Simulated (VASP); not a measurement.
## GdO: single point with PBEsol+U

GdO:

```
Gd O
1.0
     0.00000    2.70000    2.70000
     2.70000    0.00000    2.70000
     2.70000    2.70000    0.00000
Gd O
1 1
Cartesian
  0.0000 0.0000 0.0000
  1.3500 1.3500 1.3500
```

```
Program             : VASP 6.6.1
Task                : single point
Functional          : PBEsol
Potentials or basis : VASP PAW PBE potentials, release 64 (Gd, O)
Cutoff              : 520 eV
k mesh              : 6 × 6 × 6
Occupations         : gaussian, width 0.05 eV
Spin                : collinear spin, ferromagnetic start
Starting moments    : [7.7, 0.01] μB
Hubbard terms       : Gd f U = 4.0 eV
```

| Property | Result |
| --- | --- |
| Pressure | -4.0 GPa |
| Net moment | 7.86 μB per cell |
| Site moments | Gd +7.06; O -0.01 μB |
| Valence electrons inside the program's atomic spheres | Gd 15.14; O 4.98 |

Levels at points of the mesh, in eV from the Fermi level:
Spin up:
```
           k point  band 13  band 14  band 15  band 16  band 17  band 18  band 19  band 20
(0.00, 0.00, 0.00)    -5.56    -5.56    -5.56    -2.39     2.40     2.40     4.38     4.38
(0.50, 0.00, 0.00)    -5.38    -5.17    -5.17     0.13     2.29     2.29     2.81     4.44
(0.50, 0.50, 0.00)    -6.13    -4.44    -4.44    -0.95     0.91     3.97     4.45     4.45
```
Spin down:
```csv
k point,band 6,band 7,band 8,band 9,band 10,band 11
"(0.00, 0.00, 0.00)",-5.48,-5.48,-5.48,-1.17,1.83,1.83
"(0.50, 0.00, 0.00)",-5.08,-5.08,-5.06,1.08,1.62,1.80
"(0.50, 0.50, 0.00)",-6.02,-4.37,-4.37,0.84,1.17,1.84
```

Eigenvalues of the final occupation matrices:
| site | spin | trace | eigenvalues |
| --- | --- | --- | --- |
| site 1 f | 1 | 6.94 | 0.99 0.99 0.99 0.99 0.99 0.99 1.00 |
| site 1 f | 2 | 0.04 | 0.00 0.00 0.00 0.00 0.00 0.00 0.02 |

Run time: 20 s on 1 thread of Intel(R) Xeon(R) 6975P-C (Granite Rapids), with other jobs on the host, peak memory 0.19 GiB.

Caveat: the PAW data sets were made with another functional, which shifts forces and pressure a little; spin-orbit coupling is left out, which moves the levels of the heavy elements; a cell with one magnetic atom can't hold antiferromagnetic order, which such compounds often take. The state reached can hang on the start; a lower one may exist.
